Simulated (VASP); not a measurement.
A run of VASP 6.6.1 is set up as follows.

The input INCAR:

```
  ALGO = Normal
  EDIFF = 1E-7
  EDIFFG = -0.01
  ENCUT = 600
  GGA = PS
  IBRION = 2
  ISIF = 3
  ISMEAR = -1
  LASPH = T
  LCHARG = F
  LREAL = F
  LWAVE = F
  NELM = 60
  NSW = 80
  PREC = Accurate
  PSTRESS = 100.0
  SIGMA = 0.05
```

KPOINTS

```
k-points
0
Gamma
  9 9 9
```

POSCAR

```
P
1.0
    1.7257251780      0.9963478961      3.1296800121
   -1.7257251780      0.9963478961      3.1296800121
    0.0000000000     -1.9926957921      3.1296800121
P
2
Direct
    0.7729197500      0.7729197500      0.7729197500
    0.2270802500      0.2270802500      0.2270802500
```

Potentials or basis: VASP PAW PBE potentials, release 64 (P).

Launch:

```bash
$ cat potpaw_PBE.64/P/POTCAR > POTCAR
$ mpirun -np 1 vasp_std > vasp.out
```

Task: What does it give for the space group after relaxing (to 0.1 Å)?

Result: R-3m (No. 166).

Task: Predict the band gap on the k mesh.

Result: Zero (bands 5 and 6 overlap by 2.41 eV).

Task: Estimate the relaxed volume.

Result: 13.36 Å³/atom.

Task: Predict the relaxed cell.

Result: a = 3.355 Å, b = 3.355 Å, c = 3.355 Å, α = 60.03°, β = 60.03°, γ = 60.03°.

Final structure:
```
P
1.0
     1.67844    0.96905    2.73877
    -1.67844    0.96905    2.73877
     0.00000   -1.93809    2.73877
P
2
Direct
  0.75754 0.75754 0.75754
  0.24246 0.24246 0.24246
```

Caveat: the cell is relaxed towards a set pressure, so the run minimises the enthalpy, not the energy; the volume moved by over 15 % at a fixed basis, so the end points are rough; the PAW data sets were made with another functional, which shifts forces and pressure a little.
